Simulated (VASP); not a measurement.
# CdSe (Cadmoselite) (P6_3mc) in VASP: notebook

Aim: see how the results for CdSe (Cadmoselite) move with the level of theory and the settings. Levels: LDA, PBEsol. Tasks: single point.

Everything below comes from runs of VASP 6.6.1. Logs are shortened: lines on timing, memory, paths and dates and some standing lists are left out, and cuts for length are marked.

## Step 1: The cell of the first run

It takes space group P6_3mc (No. 186, hexagonal). The conventional cell has a = 4.212 Å, b = 4.212 Å, c = 6.877 Å, α = 90.00°, β = 90.00°, γ = 120.00°. Cd (site symmetry 3m) has 4 Se at 2.56 to 2.65 Å within 3.4 Å. Within 3.4 Å of Se (site symmetry 3m) lie 4 Cd at 2.56 to 2.65 Å.

## Step 2: Single point, LDA (volume scaled by 0.94)

INCAR

```
SYSTEM = CdSe
PREC = Accurate
ENCUT = 520
EDIFF = 1E-6
ISMEAR = -1
SIGMA = 0.05
LREAL = .FALSE.
LASPH = .TRUE.
NELM = 80
ALGO = Normal
ISIF = 2
LWAVE = .FALSE.
LCHARG = .TRUE.
GGA = CA
LELF = .TRUE.
LVHAR = .TRUE.
NBANDS = 26
```

KPOINTS

```
regular mesh
0
G
  7 7 4
  0 0 0
```

POSCAR

```
CdSe
1.0
    4.2122202675      0.0000000000      0.0000000000
   -2.1061101337      3.6478897580      0.0000000000
    0.0000000000      0.0000000000      6.8766944832
Cd Se
2 2
Direct
    0.6666666667      0.3333333333      0.5000000000
    0.3333333333      0.6666666667      0.0000000000
    0.6666666667      0.3333333333      0.8850000000
    0.3333333333      0.6666666667      0.3850000000
```

Potentials or basis: VASP PAW LDA potentials, release 64 (Cd, Se).

On the command line:

```sh
$ cat potpaw_LDA.64/Cd/POTCAR potpaw_LDA.64/Se/POTCAR > POTCAR
$ mpirun -np 1 vasp_std > vasp.out
```

OUTCAR:

```text
SYSTEM = CdSe
   PREC = Accurate
   ENCUT = 520
   EDIFF = 1E-6
   ISMEAR = -1
   LREAL = .FALSE.
   LASPH = .TRUE.
   NELM = 80
   ISIF = 2
   GGA = CA

 ion  position               nearest neighbor table
   1  0.667  0.333  0.500-   4 2.56   4 2.56   4 2.56   3 2.65
   2  0.333  0.667  0.000-   3 2.56   3 2.56   3 2.56   4 2.65
   3  0.667  0.333  0.885-   2 2.56   2 2.56   2 2.56   1 2.65
   4  0.333  0.667  0.385-   1 2.56   1 2.56   1 2.56   2 2.65

  LATTYP: Found a hexagonal cell.
 ALAT       =     4.2122202675
 C/A-ratio  =     1.6325581395

  Lattice vectors:

 A1 = (   4.2122202675,   0.0000000000,   0.0000000000)
 A2 = (  -2.1061101337,   3.6478897580,   0.0000000000)
 A3 = (   0.0000000000,   0.0000000000,   6.8766944832)

Analysis of symmetry for initial positions (statically):
=====================================================================
 Subroutine PRICEL returns:
 Original cell was already a primitive cell.

 Routine SETGRP: Setting up the symmetry group for a
 hexagonal supercell.

 Subroutine GETGRP returns: Found 12 space group operations
 (whereof  6 operations were pure point group operations)
 out of a pool of 24 trial point group operations.

The static configuration has the point symmetry C_3v.
 The point group associated with its full space group is C_6v.

Analysis of symmetry for dynamics (positions and initial velocities):
=====================================================================
 Subroutine PRICEL returns:
 Original cell was already a primitive cell.

 Routine SETGRP: Setting up the symmetry group for a
 hexagonal supercell.

 Subroutine GETGRP returns: Found 12 space group operations
 (whereof  6 operations were pure point group operations)
 out of a pool of 24 trial point group operations.

The dynamic configuration has the point symmetry C_3v.
 The point group associated with its full space group is C_6v.

 Subroutine INISYM returns: Found 12 space group operations
 (whereof  6 operations are pure point group operations),
 and found     1 'primitive' translations

----------------------------------------------------------------------------------------

                                     Primitive cell

  volume of cell :     105.6653

  direct lattice vectors                    reciprocal lattice vectors
[... 88 lines left out ...]
   ENCUT  =  520.0 eV  38.22 Ry    6.18 a.u.   7.83  7.83 12.79*2*pi/ulx,y,z
   NELM   =     80;   NELMIN=  2; NELMDL= -5     # of ELM steps
   EDIFF  = 0.1E-05   stopping-criterion for ELM
   LREAL  =      F    real-space projection
   EDIFFG = 0.1E-04   stopping-criterion for IOM
   NSW    =      0    number of steps for IOM
   IBRION =     -1    ionic relax: 0-MD 1-quasi-New 2-CG
   NFREE  =      0    steps in history (QN), initial steepest desc. (CG)
   ISIF   =      2    stress and relaxation
   ISYM   =      2    0-nonsym 1-usesym 2-fastsym
   POTIM  = 0.5000    time-step for ionic-motion
   TEBEG  =    0.0;   TEEND  =   0.0 temperature during run
   PSTRESS=    0.0 pullay stress
   NELECT =      36.0000    total number of electrons
   NUPDOWN=      -1.0000    fix difference up-down
   EMIN   =  10.00;   EMAX   =-10.00  energy-range for DOS
   EFERMI =   0.00;   METHOD = LEGACY
   ISMEAR =    -1;   SIGMA  =   0.05  broadening in eV -4-tet -1-fermi 0-gaus
   EFERMI_NEDOS =   21; number of points for ismear=-14 and -15
   IALGO  =     38    algorithm
   IMIX   =      4    mixing-type and parameters
     AMIX     =   0.40;   BMIX     =  1.00
     AMIX_MAG =   1.60;   BMIX_MAG =  1.00
  volume/ion in A,a.u.               =      26.42       178.27
  Fermi-wavevector in a.u.,A,eV,Ry     =   1.143400  2.160713 17.787759  1.307363
  Thomas-Fermi vector in A             =   2.280095
   LORBIT       =      0    0 simple, 1 ext, 2 COOP (PROOUT), +10 PAW based schemes
   GGA     = CA    functional components
   LHFCALC =     F    Hartree Fock is set to
   AEXX    =    0.0000 exact exchange contribution
   IVDW    =     0    specifies the selected vdW correction
   LEPSILON=     F    determine dielectric tensor
   LRPA    =     F    only Hartree local field effects (RPA)
 non-spin polarized calculation
  energy-cutoff  :      520.00
  volume of cell :      105.67
 maximum number of plane-waves:      2870
 NGX is ok and might be reduce to    32
   NGX = 15   NGY = 15   NGZ = 25

 number of electron      35.9999995 magnetization

 Free energy of the ion-electron system (eV)
  ---------------------------------------------------
  ext. energy  EPLUGINS =         0.00000000
  ---------------------------------------------------
  free energy    TOTEN  =       -13.47047882 eV

  energy without entropy =      -13.47044282  energy(sigma->0) =      -13.47046082

 E-fermi :   1.6604     XC(G=0):  -9.5634

 val. band max:        1.3371824022   @ k =   0.0000   0.0000   0.0000
 cond. band min:       1.9264871865   @ k =   0.0000   0.0000   0.0000
 fundamental gap:      0.5893047842
 Fermi energy:         1.6604002797

 k-point     1 :       0.0000    0.0000    0.0000
  band No.  band energies     occupation
      1     -11.6840      2.00000
      2     -11.2539      2.00000
      3      -6.8603      2.00000
      4      -6.8603      2.00000
      5      -6.7953      2.00000
      6      -6.7953      2.00000
[... 685 lines left out ...]
     25       9.3525      0.00000
     26       9.3525      0.00000

------------------------ aborting loop because EDIFF is reached ----------------------------------------

  FORCE on cell =-STRESS in cart. coord.  units (eV):
  Direction    XX          YY          ZZ          XY          YZ          ZX
  --------------------------------------------------------------------------------------
  -------------------------------------------------------------------------------------
  Total        2.0602587      2.0602587      0.3839152      0.0000000      0.0000000      0.0000000
  in kB       31.2391952     31.2391952      5.8212115      0.0000000      0.0000000      0.0000000
  external PRESSURE =      22.7665340 kB  Pullay stress =       0.0000000 kB

 VOLUME and BASIS-vectors are now :
 -----------------------------------------------------------------------------
  energy-cutoff  :      520.00
  volume of cell :      105.67
      direct lattice vectors                 reciprocal lattice vectors
     4.212220268  0.000000000  0.000000000     0.237404489  0.137065546  0.000000000
    -2.106110134  3.647889758  0.000000000     0.000000000  0.274131091  0.000000000
     0.000000000  0.000000000  6.876694483     0.000000000  0.000000000  0.145418704

 POSITION                                       TOTAL-FORCE (eV/Angst)
 -----------------------------------------------------------------------------------
      2.10611      1.21596      3.43835         0.000000     -0.000000      0.334501
     -0.00000      2.43193      0.00000         0.000000      0.000000      0.334501
      2.10611      1.21596      6.08587         0.000000      0.000000     -0.334501
     -0.00000      2.43193      2.64753        -0.000000     -0.000000     -0.334501
 -----------------------------------------------------------------------------------
    total drift:                                0.000000      0.000000      0.000443

  FREE ENERGIE OF THE ION-ELECTRON SYSTEM (eV)
  ---------------------------------------------------
  free  energy   TOTEN  =       -13.4704788246 eV

  energy  without entropy=      -13.4704428209  energy(sigma->0) =      -13.47046082
```

stdout:

```text
POSCAR found type information on POSCAR CdSe
 POSCAR found :  2 types and       4 ions
 scaLAPACK will be used
 LDA part: xc-table for (Slater(with rela. corr.)+CA(PZ))
 , standard interpolation
 POSCAR, INCAR and KPOINTS ok, starting setup
 FFT: planning ... GRIDC
 FFT: planning ... GRID_SOFT
 FFT: planning ... GRID
 WAVECAR not read
 entering main loop
```

Run time: 42 s. Hardware: 1 thread of Intel Xeon Platinum 8259CL at 2.50GHz (Skylake/Cascade Lake), shared host; peak memory 0.21 GiB.

What came out:

- Free energy: -13.4705 eV
- Pressure: 2.3 GPa
- Largest force: 0.335 eV/Å
- Band gap on the k mesh: 0.59 eV, direct

Forces on the atoms (eV/Å):
```
Cd   0.000  0.000  0.335
Cd   0.000  0.000  0.335
Se   0.000  0.000 -0.335
Se   0.000  0.000 -0.335
```

## Step 3: Single point, PBEsol (volume scaled by 0.94)

INCAR

```
PREC = Accurate
ENCUT = 520
EDIFF = 1E-6
ISMEAR = -1
SIGMA = 0.05
LREAL = False
LASPH = True
NELM = 80
ALGO = Normal
ISIF = 2
LWAVE = False
LCHARG = False
GGA = PS
NBANDS = 26
```

KPOINTS

```
Automatic mesh
0
Gamma
  7 7 4
```

POSCAR is that of step 2.

Potentials or basis: VASP PAW PBE potentials, release 64 (Cd, Se).

On the command line:

```sh
$ cat potpaw_PBE.64/Cd/POTCAR potpaw_PBE.64/Se/POTCAR > POTCAR
$ mpirun -np 1 vasp_std > vasp.out
```

OUTCAR:

```text
PREC = Accurate
   ENCUT = 520
   EDIFF = 1E-6
   ISMEAR = -1
   LREAL = False
   LASPH = True
   NELM = 80
   ISIF = 2
   GGA = PS

 ion  position               nearest neighbor table
   1  0.667  0.333  0.500-   4 2.56   4 2.56   4 2.56   3 2.65
   2  0.333  0.667  0.000-   3 2.56   3 2.56   3 2.56   4 2.65
   3  0.667  0.333  0.885-   2 2.56   2 2.56   2 2.56   1 2.65
   4  0.333  0.667  0.385-   1 2.56   1 2.56   1 2.56   2 2.65

  LATTYP: Found a hexagonal cell.
 ALAT       =     4.2122202675
 C/A-ratio  =     1.6325581395

  Lattice vectors:

 A1 = (   4.2122202675,   0.0000000000,   0.0000000000)
 A2 = (  -2.1061101337,   3.6478897580,   0.0000000000)
 A3 = (   0.0000000000,   0.0000000000,   6.8766944832)

Analysis of symmetry for initial positions (statically):
=====================================================================
 Subroutine PRICEL returns:
 Original cell was already a primitive cell.

 Routine SETGRP: Setting up the symmetry group for a
 hexagonal supercell.

 Subroutine GETGRP returns: Found 12 space group operations
 (whereof  6 operations were pure point group operations)
 out of a pool of 24 trial point group operations.

The static configuration has the point symmetry C_3v.
 The point group associated with its full space group is C_6v.

Analysis of symmetry for dynamics (positions and initial velocities):
=====================================================================
 Subroutine PRICEL returns:
 Original cell was already a primitive cell.

 Routine SETGRP: Setting up the symmetry group for a
 hexagonal supercell.

 Subroutine GETGRP returns: Found 12 space group operations
 (whereof  6 operations were pure point group operations)
 out of a pool of 24 trial point group operations.

[... 117 lines left out ...]
   EMIN   =  10.00;   EMAX   =-10.00  energy-range for DOS
   EFERMI =   0.00;   METHOD = LEGACY
   ISMEAR =    -1;   SIGMA  =   0.05  broadening in eV -4-tet -1-fermi 0-gaus
   EFERMI_NEDOS =   21; number of points for ismear=-14 and -15
   IALGO  =     38    algorithm
   IMIX   =      4    mixing-type and parameters
     AMIX     =   0.40;   BMIX     =  1.00
     AMIX_MAG =   1.60;   BMIX_MAG =  1.00
  volume/ion in A,a.u.               =      26.42       178.27
  Fermi-wavevector in a.u.,A,eV,Ry     =   1.143400  2.160713 17.787759  1.307363
  Thomas-Fermi vector in A             =   2.280095
   LORBIT       =      0    0 simple, 1 ext, 2 COOP (PROOUT), +10 PAW based schemes
   GGA     = PS    functional components
   LHFCALC =     F    Hartree Fock is set to
   AEXX    =    0.0000 exact exchange contribution
   IVDW    =     0    specifies the selected vdW correction
   LEPSILON=     F    determine dielectric tensor
   LRPA    =     F    only Hartree local field effects (RPA)
 non-spin polarized calculation
  energy-cutoff  :      520.00
  volume of cell :      105.67
 maximum number of plane-waves:      2870
 NGX is ok and might be reduce to    32
   NGX = 15   NGY = 15   NGZ = 25

 number of electron      35.9999996 magnetization

 Free energy of the ion-electron system (eV)
  ---------------------------------------------------
  ext. energy  EPLUGINS =         0.00000000
  ---------------------------------------------------
  free energy    TOTEN  =       -12.23265949 eV

  energy without entropy =      -12.23264633  energy(sigma->0) =      -12.23265291

 E-fermi :   1.7062     XC(G=0):  -9.3796

 val. band max:        1.3251366137   @ k =   0.0000   0.0000   0.0000
 cond. band min:       2.0301821558   @ k =   0.0000   0.0000   0.0000
 fundamental gap:      0.7050455421
 Fermi energy:         1.7062081107

 k-point     1 :       0.0000    0.0000    0.0000
  band No.  band energies     occupation
      1     -11.6777      2.00000
      2     -11.2464      2.00000
      3      -6.8343      2.00000
      4      -6.8343      2.00000
      5      -6.7689      2.00000
      6      -6.7689      2.00000
[... 685 lines left out ...]
     25       9.3911      0.00000
     26       9.3911      0.00000

------------------------ aborting loop because EDIFF is reached ----------------------------------------

  FORCE on cell =-STRESS in cart. coord.  units (eV):
  Direction    XX          YY          ZZ          XY          YZ          ZX
  --------------------------------------------------------------------------------------
  -------------------------------------------------------------------------------------
  Total        3.4847923      3.4847923      1.6580206      0.0000000     -0.0000000      0.0000000
  in kB       52.8390466     52.8390466     25.1401582      0.0000000     -0.0000000      0.0000000
  external PRESSURE =      43.6060838 kB  Pullay stress =       0.0000000 kB

 VOLUME and BASIS-vectors are now :
 -----------------------------------------------------------------------------
  energy-cutoff  :      520.00
  volume of cell :      105.67
      direct lattice vectors                 reciprocal lattice vectors
     4.212220268  0.000000000  0.000000000     0.237404489  0.137065546  0.000000000
    -2.106110134  3.647889758  0.000000000     0.000000000  0.274131091  0.000000000
     0.000000000  0.000000000  6.876694483     0.000000000  0.000000000  0.145418704

 POSITION                                       TOTAL-FORCE (eV/Angst)
 -----------------------------------------------------------------------------------
      2.10611      1.21596      3.43835        -0.000000      0.000000      0.344273
     -0.00000      2.43193      0.00000         0.000000      0.000000      0.344273
      2.10611      1.21596      6.08587         0.000000     -0.000000     -0.344273
     -0.00000      2.43193      2.64753        -0.000000      0.000000     -0.344273
 -----------------------------------------------------------------------------------
    total drift:                               -0.000000      0.000000      0.000376

  FREE ENERGIE OF THE ION-ELECTRON SYSTEM (eV)
  ---------------------------------------------------
  free  energy   TOTEN  =       -12.2326594912 eV

  energy  without entropy=      -12.2326463325  energy(sigma->0) =      -12.23265291
```

stdout:

```text
POSCAR found type information on POSCAR CdSe
 POSCAR found :  2 types and       4 ions
 scaLAPACK will be used
 -----------------------------------------------------------------------------
|                                                                             |
|                                                                             |
|     You enforced a specific xc type in the INCAR file but a different       |
|     I HOPE YOU KNOW WHAT YOU ARE DOING!                                     |
|                                                                             |
 -----------------------------------------------------------------------------

 LDA part: xc-table for (Slater+PW92), standard interpolation
 POSCAR, INCAR and KPOINTS ok, starting setup
 FFT: planning ... GRIDC
 FFT: planning ... GRID_SOFT
 FFT: planning ... GRID
 WAVECAR not read
 entering main loop
```

It took 44 s on 1 thread of Intel Xeon Platinum 8259CL at 2.50GHz (Skylake/Cascade Lake), shared host; peak memory 0.25 GiB.

What came out:

```
Free energy            : -12.2327 eV
Pressure               : 4.4 GPa
Largest force          : 0.344 eV/Å
Band gap on the k mesh : 0.71 eV, direct
```

Forces on the atoms (eV/Å):
```
Cd   0.000  0.000  0.344
Cd   0.000  0.000  0.344
Se   0.000  0.000 -0.344
Se   0.000  0.000 -0.344
```

Stress tensor (GPa, compression positive):
```
5.28 0.00 0.00
0.00 5.28 0.00
0.00 0.00 2.51
```

Caveat: the PAW data sets were made with another functional, which shifts forces and pressure a little.
